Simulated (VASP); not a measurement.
# C (P6_3mc) in VASP: single point with LDA

Aim: the single point of C with LDA.

Everything below comes from runs of VASP 6.6.1. Logs are shortened: lines on timing, memory, paths and dates and some standing lists are left out, and cuts for length are marked.

### 1 The cell of the first run

It takes space group P6_3mc (No. 186, hexagonal). Conventional cell: a = 2.456 Å, b = 2.456 Å, c = 29.492 Å, α = 90.00°, β = 90.00°, γ = 120.00°. Within 1.9 Å of C (site symmetry 3m) lie 3 C at 1.42 Å. C (site symmetry 3m) has 3 C at 1.42 Å within 1.9 Å. C (site symmetry 3m) has 3 C at 1.42 Å within 1.9 Å. C (site symmetry 3m) has 3 C at 1.42 Å within 1.9 Å. C (site symmetry 3m) has 3 C at 1.42 Å within 1.9 Å. Within 1.9 Å of C (site symmetry 3m) lie 3 C at 1.42 Å.

### 2 Single point, LDA

File INCAR:

```
PREC = Accurate
ENCUT = 600
EDIFF = 1E-6
ISMEAR = 0
SIGMA = 0.1
LREAL = F
LASPH = T
NELM = 120
ALGO = Normal
ISIF = 2
LWAVE = F
LCHARG = F
NBANDS = 36
GGA_COMPAT = F
```

File KPOINTS:

```
regular mesh
0
Gamma
  9 9 1
```

File POSCAR:

```
C
1.0
    2.4562499605      0.0000000000      0.0000000000
   -1.2281249803      2.1271748638      0.0000000000
    0.0000000000      0.0000000000     29.4918787000
C
12
Direct
    0.6666666700      0.3333333300      0.9983718000
    0.6666666700      0.3333333300      0.4983719100
    0.6666666700      0.3333333300      0.7327879500
    0.6666666700      0.3333333300      0.2327903300
    0.0000000000      0.0000000000      0.6158379900
    0.3333333300      0.6666666700      0.2327879500
    0.0000000000      0.0000000000      0.1158379900
    0.6666666700      0.3333333300      0.6158400100
    0.3333333300      0.6666666700      0.7327903300
    0.3333333300      0.6666666700      0.1158400100
    0.3333333300      0.6666666700      0.4983718000
    0.3333333300      0.6666666700      0.9983719100
```

Potentials or basis: VASP PAW LDA potentials, release 64 (C).

The run is started by

```
$ cat potpaw_LDA.64/C/POTCAR > POTCAR
$ mpirun -np 1 vasp_std > vasp.out
```

OUTCAR:

```text
PREC = Accurate
   ENCUT = 600
   EDIFF = 1E-6
   ISMEAR = 0
   LREAL = F
   LASPH = T
   NELM = 120
   ISIF = 2

 ion  position               nearest neighbor table
   1  0.667  0.333  0.998-  12 1.42  12 1.42  12 1.42
   2  0.667  0.333  0.498-  11 1.42  11 1.42  11 1.42
   3  0.667  0.333  0.733-   9 1.42   9 1.42   9 1.42
   4  0.667  0.333  0.233-   6 1.42   6 1.42   6 1.42
   5  0.000  0.000  0.616-   8 1.42   8 1.42   8 1.42
   6  0.333  0.667  0.233-   4 1.42   4 1.42   4 1.42
   7  0.000  0.000  0.116-  10 1.42  10 1.42  10 1.42
   8  0.667  0.333  0.616-   5 1.42   5 1.42   5 1.42
   9  0.333  0.667  0.733-   3 1.42   3 1.42   3 1.42
  10  0.333  0.667  0.116-   7 1.42   7 1.42   7 1.42
  11  0.333  0.667  0.498-   2 1.42   2 1.42   2 1.42
  12  0.333  0.667  0.998-   1 1.42   1 1.42   1 1.42

  LATTYP: Found a hexagonal cell.
 ALAT       =     2.4562499605
 C/A-ratio  =    12.0068719285

  Lattice vectors:

 A1 = (   2.4562499605,   0.0000000000,   0.0000000000)
 A2 = (  -1.2281249803,   2.1271748638,   0.0000000000)
 A3 = (   0.0000000000,   0.0000000000,  29.4918787000)

Analysis of symmetry for initial positions (statically):
=====================================================================
 Subroutine PRICEL returns:
 Original cell was already a primitive cell.

 Routine SETGRP: Setting up the symmetry group for a
 hexagonal supercell.

 Subroutine GETGRP returns: Found 12 space group operations
 (whereof  6 operations were pure point group operations)
 out of a pool of 24 trial point group operations.

The static configuration has the point symmetry C_3v.
 The point group associated with its full space group is C_6v.

Analysis of symmetry for dynamics (positions and initial velocities):
=====================================================================
 Subroutine PRICEL returns:
 Original cell was already a primitive cell.

 Routine SETGRP: Setting up the symmetry group for a
 hexagonal supercell.

 Subroutine GETGRP returns: Found 12 space group operations
 (whereof  6 operations were pure point group operations)
 out of a pool of 24 trial point group operations.

The dynamic configuration has the point symmetry C_3v.
 The point group associated with its full space group is C_6v.

 Subroutine INISYM returns: Found 12 space group operations
 (whereof  6 operations are pure point group operations),
 and found     1 'primitive' translations

----------------------------------------------------------------------------------------

                                     Primitive cell

  volume of cell :     154.0913

  direct lattice vectors                    reciprocal lattice vectors
     2.456249961  0.000000000  0.000000000     0.407124688  0.235053549  0.000000000
    -1.228124980  2.127174864  0.000000000     0.000000000  0.470107097  0.000000000
     0.000000000  0.000000000 29.491878700     0.000000000  0.000000000  0.033907640

  length of vectors
     2.456249961  2.456249960 29.491878700     0.470107097  0.470107097  0.033907640

  position of ions in fractional coordinates (direct lattice)
     0.666666670  0.333333330  0.998371800
     0.666666670  0.333333330  0.498371910
     0.666666670  0.333333330  0.732787950
     0.666666670  0.333333330  0.232790330
     0.000000000  0.000000000  0.615837990
     0.333333330  0.666666670  0.232787950
     0.000000000  0.000000000  0.115837990
     0.666666670  0.333333330  0.615840010
     0.333333330  0.666666670  0.732790330
     0.333333330  0.666666670  0.115840010
     0.333333330  0.666666670  0.498371800
     0.333333330  0.666666670  0.998371910

  ion indices of the primitive-cell ions
   primitive index   ion index
                 1           1
                 2           2
                 3           3
                 4           4
                 5           5
                 6           6
                 7           7
                 8           8
                 9           9
                10          10
                11          11
                12          12

----------------------------------------------------------------------------------------

 KPOINTS: regular mesh

Automatic generation of k-mesh.
 Grid dimensions read from file:
 generate k-points for:    9    9    1

 Generating k-lattice:

  Cartesian coordinates                     Fractional coordinates (reciprocal lattice)
     0.045236076  0.026117061  0.000000000     0.111111111  0.000000000  0.000000000
     0.000000000  0.052234122  0.000000000     0.000000000  0.111111111  0.000000000
     0.000000000  0.000000000  0.033907640     0.000000000  0.000000000  1.000000000

  Length of vectors
     0.052234122  0.052234122  0.033907640

  Shift w.r.t. Gamma in fractional coordinates (k-lattice)
     0.000000000  0.000000000  0.000000000

 Subroutine IBZKPT returns following result:
 ===========================================

 Found     12 irreducible k-points:

 Following reciprocal coordinates:
            Coordinates               Weight
  0.000000  0.000000  0.000000      1.000000
  0.111111  0.000000  0.000000      6.000000
  0.222222 -0.000000  0.000000      6.000000
  0.333333 -0.000000  0.000000      6.000000
  0.444444 -0.000000  0.000000      6.000000
  0.111111  0.111111  0.000000      6.000000
  0.222222  0.111111  0.000000     12.000000
  0.333333  0.111111  0.000000     12.000000
  0.444444  0.111111  0.000000      6.000000
  0.222222  0.222222  0.000000      6.000000
  0.333333  0.222222  0.000000     12.000000
  0.333333  0.333333  0.000000      2.000000
   k-points           NKPTS =     12   k-points in BZ     NKDIM =     12   number of bands    NBANDS=     36
   number of dos      NEDOS =    301   number of ions     NIONS =     12
   total plane-waves  NPLWV =  96000
   dimension x,y,z NGX =    20 NGY =   20 NGZ =  240
   dimension x,y,z NGXF=    40 NGYF=   40 NGZF=  480
   ions per type =              12
   NGX,Y,Z   is equivalent  to a cutoff of  13.54, 13.54, 13.53 a.u.
   NGXF,Y,Z  is equivalent  to a cutoff of  27.07, 27.07, 27.06 a.u.
 SYSTEM =  unknown system
   PREC   = accura    normal or accurate (medium, high low for compatibility)
   ISTART =      0    job   : 0-new  1-cont  2-samecut
   ICHARG =      2    charge: 1-file 2-atom 10-const
   ISPIN  =      1    spin polarized calculation?
   LNONCOLLINEAR =      F non collinear calculations
   LSORBIT =      F    spin-orbit coupling
   LASPH  =      T    aspherical Exc in radial PAW
   ENCUT  =  600.0 eV  44.10 Ry    6.64 a.u.   4.91  4.91 58.90*2*pi/ulx,y,z
   NELM   =    120;   NELMIN=  2; NELMDL= -5     # of ELM steps
   EDIFF  = 0.1E-05   stopping-criterion for ELM
   LREAL  =      F    real-space projection
   EDIFFG = 0.1E-04   stopping-criterion for IOM
   NSW    =      0    number of steps for IOM
   IBRION =     -1    ionic relax: 0-MD 1-quasi-New 2-CG
   NFREE  =      0    steps in history (QN), initial steepest desc. (CG)
   ISIF   =      2    stress and relaxation
   ISYM   =      2    0-nonsym 1-usesym 2-fastsym
   POTIM  = 0.5000    time-step for ionic-motion
   TEBEG  =    0.0;   TEEND  =   0.0 temperature during run
   PSTRESS=    0.0 pullay stress
   NELECT =      48.0000    total number of electrons
   NUPDOWN=      -1.0000    fix difference up-down
   EMIN   =  10.00;   EMAX   =-10.00  energy-range for DOS
   EFERMI =   0.00;   METHOD = LEGACY
   ISMEAR =     0;   SIGMA  =   0.10  broadening in eV -4-tet -1-fermi 0-gaus
   EFERMI_NEDOS =   21; number of points for ismear=-14 and -15
   IALGO  =     38    algorithm
   IMIX   =      4    mixing-type and parameters
     AMIX     =   0.40;   BMIX     =  1.00
     AMIX_MAG =   1.60;   BMIX_MAG =  1.00
  volume/ion in A,a.u.               =      12.84        86.65
  Fermi-wavevector in a.u.,A,eV,Ry     =   1.109760  2.097143 16.756498  1.231568
  Thomas-Fermi vector in A             =   2.246304
   LORBIT       =      0    0 simple, 1 ext, 2 COOP (PROOUT), +10 PAW based schemes
   GGA     = CA    functional components
   LHFCALC =     F    Hartree Fock is set to
   AEXX    =    0.0000 exact exchange contribution
   IVDW    =     0    specifies the selected vdW correction
   LEPSILON=     F    determine dielectric tensor
   LRPA    =     F    only Hartree local field effects (RPA)
 non-spin polarized calculation
 Gauss-broadening in eV      SIGMA  =   0.10
  energy-cutoff  :      600.00
  volume of cell :      154.09
 maximum number of plane-waves:      5229
 NGX is ok and might be reduce to    20
   NGX =  9   NGY =  9   NGZ =117

 number of electron      47.9999997 magnetization

 Free energy of the ion-electron system (eV)
  ---------------------------------------------------
  ext. energy  EPLUGINS =         0.00000000
  ---------------------------------------------------
  free energy    TOTEN  =      -121.20710660 eV

  energy without entropy =     -121.19598820  energy(sigma->0) =     -121.20154740

 E-fermi :   1.7246     XC(G=0):  -7.9028

 val. band max:        1.7243502757   @ k =   0.3333   0.3333   0.0000
 cond. band min:       1.7323273442   @ k =   0.3333   0.3333   0.0000
 fundamental gap:      0.0079770685
 Fermi energy:         1.7245847855

 k-point     1 :       0.0000    0.0000    0.0000
  band No.  band energies     occupation
      1     -17.7328      2.00000
      2     -17.7328      2.00000
      3     -17.6517      2.00000
      4     -17.6516      2.00000
      5     -17.5530      2.00000
      6     -17.5530      2.00000
[... 28 lines left out ...]
     35      10.0817      0.00000
     36      10.0980      0.00000
[... 398 lines left out ...]
      6     -10.6770      2.00000
[... 28 lines left out ...]
     35      12.2443      0.00000
     36      12.2767      0.00000

------------------------ aborting loop because EDIFF is reached ----------------------------------------

  FORCE on cell =-STRESS in cart. coord.  units (eV):
  Direction    XX          YY          ZZ          XY          YZ          ZX
  --------------------------------------------------------------------------------------
  -------------------------------------------------------------------------------------
  Total       -3.2869218     -3.2869218     -0.7587869      0.0000000      0.0000000      0.0000000
  in kB      -34.1760422    -34.1760422     -7.8895502      0.0000000      0.0000000      0.0000000
  external PRESSURE =     -25.4138782 kB  Pullay stress =       0.0000000 kB

 VOLUME and BASIS-vectors are now :
 -----------------------------------------------------------------------------
  energy-cutoff  :      600.00
  volume of cell :      154.09
      direct lattice vectors                 reciprocal lattice vectors
     2.456249961  0.000000000  0.000000000     0.407124688  0.235053549  0.000000000
    -1.228124980  2.127174864  0.000000000     0.000000000  0.470107097  0.000000000
     0.000000000  0.000000000 29.491878700     0.000000000  0.000000000  0.033907640

 POSITION                                       TOTAL-FORCE (eV/Angst)
 -----------------------------------------------------------------------------------
      1.22812      0.70906     29.44386         0.000000     -0.000000      0.006343
      1.22812      0.70906     14.69792        -0.000000      0.000000      0.030829
      1.22812      0.70906     21.61129         0.000000      0.000000     -0.029487
      1.22812      0.70906      6.86542         0.000000     -0.000000     -0.006006
      0.00000      0.00000     18.16222         0.000000     -0.000000     -0.000463
     -0.00000      1.41812      6.86535        -0.000000     -0.000000     -0.029487
      0.00000      0.00000      3.41628        -0.000000      0.000000     -0.000463
      1.22812      0.70906     18.16228         0.000000     -0.000000     -0.001217
     -0.00000      1.41812     21.61136        -0.000000      0.000000     -0.006006
     -0.00000      1.41812      3.41634         0.000000      0.000000     -0.001217
     -0.00000      1.41812     14.69792        -0.000000      0.000000      0.006343
     -0.00000      1.41812     29.44386        -0.000000     -0.000000      0.030829
 -----------------------------------------------------------------------------------
    total drift:                               -0.000000     -0.000000      0.000141

  FREE ENERGIE OF THE ION-ELECTRON SYSTEM (eV)
  ---------------------------------------------------
  free  energy   TOTEN  =      -121.2071066028 eV

  energy  without entropy=     -121.1959882018  energy(sigma->0) =     -121.20154740
```

It took 2 min on 1 thread of Intel Xeon Platinum 8375C at 2.90GHz (Ice Lake), shared host; peak memory 0.25 GiB.

Results:

* Free energy: -121.2071 eV
* Pressure: -2.5 GPa
* Largest force: 0.031 eV/Å
* Band gap on the k mesh: zero (filled and empty bands touch)

Forces on the atoms (eV/Å):
```
C    0.000  0.000  0.006
C    0.000  0.000  0.031
C    0.000  0.000 -0.029
C    0.000  0.000 -0.006
C    0.000  0.000  0.000
C    0.000  0.000 -0.029
C    0.000  0.000  0.000
C    0.000  0.000 -0.001
C    0.000  0.000 -0.006
C    0.000  0.000 -0.001
C    0.000  0.000  0.006
C    0.000  0.000  0.031
```

Stress tensor (GPa, compression positive):
```
-3.42  0.00  0.00
 0.00 -3.42  0.00
 0.00  0.00 -0.79
```

Levels at points of the mesh, in eV from the Fermi level:
| k point | band 22 | band 23 | band 24 | band 25 | band 26 | band 27 |
| --- | --- | --- | --- | --- | --- | --- |
| (0.00, 0.00, 0.00) | -3.00 | -3.00 | -3.00 | 3.22 | 3.47 | 3.77 |
